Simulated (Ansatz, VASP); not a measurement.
One calculation of Be, two programs

```xyz
1
Lattice="-1.2447 1.2447 1.2447 1.2447 -1.2447 1.2447 1.2447 1.2447 -1.2447" Properties=species:S:1:pos:R:3 pbc="T T T"
Be    0.0000    0.0000    0.0000
```

Change from the starting cell: volume scaled by 0.98.

Alike in both runs: task single point; functional PBE; k mesh 23 × 23 × 23; occupations fermi-dirac, width 0.03 eV; no spin polarisation.

```csv
,VASP,Ansatz
version,VASP 6.6.1,Ansatz 0.2.0
potentials or method,"VASP PAW PBE potentials, release 64 (Be), cutoff 520 eV","all-electron LAPW, scalar-relativistic"
```

Ansatz gave:

| Item | Value |
| --- | --- |
| pressure (GPa) | 1.6 |

Q: What did VASP give for the same quantities?

A: Pressure (GPa): 1.8.

Ansatz ran all-electron here, and VASP with PAW potentials.
